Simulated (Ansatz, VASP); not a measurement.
Two plane-wave programs on ZnSiP2

The input INCAR:

```
SYSTEM = ZnSiP2
PREC = Accurate
ENCUT = 500
EDIFF = 1E-6
ISMEAR = 0
SIGMA = 0.01
LREAL = .FALSE.
LASPH = .TRUE.
NELM = 120
ALGO = Normal
ISIF = 2
LWAVE = .FALSE.
LCHARG = .FALSE.
GGA = PE
NBANDS = 36
GGA_COMPAT = .FALSE.
```

File KPOINTS:

```
Automatic mesh
0
G
  6 6 6
  0 0 0
```

Contents of POSCAR:

```
ZnSiP2
1.0
   -2.6818821070      2.6818821070      5.2164576500
    2.6818821070     -2.6818821070      5.2164576500
    2.6818821070      2.6818821070     -5.2164576500
Zn P Si
2 4 2
Direct
    0.0000000000      0.0000000000      0.0000000000
    0.7500000000      0.2500000000      0.5000000000
    0.3750000000      0.3923061802      0.5173061802
    0.1423061802      0.6250000000      0.0173061802
    0.8750000000      0.8576938198      0.4826938198
    0.6076938198      0.1250000000     -0.0173061802
    0.5000000000      0.5000000000      0.0000000000
    0.2500000000      0.7500000000      0.5000000000
```

Input for Ansatz:

```yaml
crystal:
  lattice:
    - [-2.681882107, 2.681882107, 5.21645765]
    - [2.681882107, -2.681882107, 5.21645765]
    - [2.681882107, 2.681882107, -5.21645765]
  atoms:
    - { symbol: Zn, position: [0.0, 0.0, 0.0] }
    - { symbol: P, position: [0.375, 0.3923061802, 0.5173061802] }
    - { symbol: Zn, position: [0.75, 0.25, 0.5] }
    - { symbol: P, position: [0.1423061802, 0.625, 0.0173061802] }
    - { symbol: Si, position: [0.5, 0.5, 0.0] }
    - { symbol: P, position: [0.875, 0.8576938198, 0.4826938198] }
    - { symbol: Si, position: [0.25, 0.75, 0.5] }
    - { symbol: P, position: [0.6076938198, 0.125, -0.0173061802] }
kpoints:
  mp_grid: { grid: [6, 6, 6] }
hamiltonian:
  xc: pbe
scf:
  occupations: { method: fixed }
  n_extra_bands: 6
output:
  forces: true
  stress: true
  eigenvalues: true
```

Alike in both runs: task single point; functional PBE; k mesh 6 × 6 × 6; no spin polarisation.

```csv
,VASP,Ansatz
version,VASP 6.6.1,Ansatz 0.2.0
potentials or method,"VASP PAW PBE potentials, release 64 (Zn, P, Si)","plane waves, PAW"
plane-wave cutoff (eV),500,420
occupations,"gaussian, width 0.01 eV",fixed
valence electrons in the cell,52,52
```

```csv
,VASP,Ansatz,Ansatz less VASP
gap on the k mesh at the Fermi level (eV),1.30,1.29,-0.003
pressure (GPa),2.8,2.8,0.00
rms of the force components (eV/Å),0.014,0.028,+0.0131
```
